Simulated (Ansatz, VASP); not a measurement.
This is a calculation of CdS for VASP 6.6.1.

The input INCAR:

```
PREC = Accurate ; ENCUT = 520
EDIFF = 1E-6 ; ISMEAR = -1
SIGMA = 0.05 ; LREAL = F
LASPH = T ; NELM = 80
ALGO = Normal ; ISIF = 2
LWAVE = F ; LCHARG = F
GGA = PS ; NBANDS = 16
```

Contents of KPOINTS:

```
Automatic mesh
0
Gamma
  8 8 8
```

POSCAR

```
CdS
1.0
    0.0000000000      2.7347652956      2.7347652956
    2.7347652956      0.0000000000      2.7347652956
    2.7347652956      2.7347652956      0.0000000000
Cd S
1 1
Direct
    0.0000000000      0.0000000000      0.0000000000
    0.5000000000      0.5000000000      0.5000000000
```

Potentials or basis: VASP PAW PBE potentials, release 64 (Cd, S).

Command:

```console
$ cat potpaw_PBE.64/Cd/POTCAR potpaw_PBE.64/S/POTCAR > POTCAR
$ mpirun -np 1 vasp_std > vasp.out
```

Question: Translate it to Ansatz 0.2.0. Potentials there: all-electron LAPW, scalar-relativistic.

Answer: As run (the cutoff follows the program's own potentials):

input.yaml

```yaml
crystal:
  lattice:
    - [0.0, 2.7347652956, 2.7347652956]
    - [2.7347652956, 0.0, 2.7347652956]
    - [2.7347652956, 2.7347652956, 0.0]
  atoms:
    - { symbol: Cd, position: [0.0, 0.0, 0.0] }
    - { symbol: S, position: [0.5, 0.5, 0.5] }
kpoints:
  mp_grid: { grid: [8, 8, 8] }
scf:
  occupations: { method: fermi_dirac, width: 0.05 }
hamiltonian:
  xc: pbesol
  pseudopotentials: { kind: all_electron, lapw: { basis_error: 0.001 } }
output:
  forces: true
  stress: true
  eigenvalues: true
```

Potentials or basis: all-electron LAPW, scalar-relativistic.

Run with:

```sh
$ ansatz run input.yaml --threads 1 --pin off --max-ram 3072MiB --backend cpu --events-out ev --progress --plain --runs-dir out
```

Both were run:

|  | VASP | Ansatz | Ansatz less VASP |
| --- | --- | --- | --- |
| pressure (GPa) | -2.6 | -3.0 | -0.44 |

VASP's potentials were made for PBE, not for PBEsol. Ansatz ran all-electron here, and VASP with PAW potentials.
